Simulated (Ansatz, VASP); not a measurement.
**One calculation of B, two programs**

The input INCAR:

```
SYSTEM = B
PREC = Accurate
ENCUT = 600
EDIFF = 1E-6
ISMEAR = 0
SIGMA = 0.1
LREAL = .FALSE.
LASPH = .TRUE.
NELM = 60
ALGO = Normal
ISIF = 3
LWAVE = .FALSE.
LCHARG = .FALSE.
GGA = PE
IBRION = 2
NSW = 100
EDIFFG = -0.01
```

The input KPOINTS:

```
Automatic mesh
0
G
  16 16 16
  0 0 0
```

The input POSCAR:

```
B
1.0
    2.6528073777     -1.6637576863      0.0000000000
    2.6528073777      1.6637576863      0.0000000000
    0.0000000000      0.0000000000      2.9830868145
B
4
Direct
    0.5118598079      0.8142055268      0.7500000000
    0.8142055268      0.5118598079      0.2500000000
    0.1857944732      0.4881401921      0.7500000000
    0.4881401921      0.1857944732      0.2500000000
```

Input for Ansatz:

```yaml
crystal:
  lattice:
    - [2.6528073777, -1.6637576863, 0.0]
    - [2.6528073777, 1.6637576863, 0.0]
    - [0.0, 0.0, 2.9830868145]
  atoms:
    - { symbol: B, position: [0.5118598079, 0.8142055268, 0.75] }
    - { symbol: B, position: [0.8142055268, 0.5118598079, 0.25] }
    - { symbol: B, position: [0.1857944732, 0.4881401921, 0.75] }
    - { symbol: B, position: [0.4881401921, 0.1857944732, 0.25] }
basis:
  ecutwfc: 420
kpoints:
  mp_grid: { grid: [16, 16, 16] }
hamiltonian:
  xc: pbe
scf:
  occupations: { method: gaussian, width: 0.1 }
output:
  forces: true
  stress: true
  eigenvalues: true
relax:
  adjacent_minimum: "off"
  f_tol: 0.01
  max_steps: 80
  cell: { stress_tol: 0.05 }
```

Change from the starting cell: the structure that the rattled F type (C2/c, No. 15) fell into.

Alike in both runs: task relaxation of cell and atoms; functional PBE; k mesh 16 × 16 × 16; occupations gaussian, width 0.1 eV; no spin polarisation.

|  | VASP | Ansatz |
| --- | --- | --- |
| version | VASP 6.6.1 | Ansatz 0.2.0 |
| potentials or method | VASP PAW PBE potentials, release 64 (B), cutoff 600 eV | scalar-relativistic, plane waves, PAW |
| valence electrons in the cell | 12 | 12 |

|  | VASP | Ansatz | Ansatz less VASP |
| --- | --- | --- | --- |
| gap on the k mesh at the Fermi level, each at its own relaxed structure (eV) | none | none | - |
| relaxed volume (Å³/atom) | 6.58 | 6.58 | +0.003 |
| relaxed length of the cell vector where the two differ most in proportion (Å) | 3.131 | 3.132 | +0.0005 |

A gap of «none» marks a metal or a gap that the smearing closes.
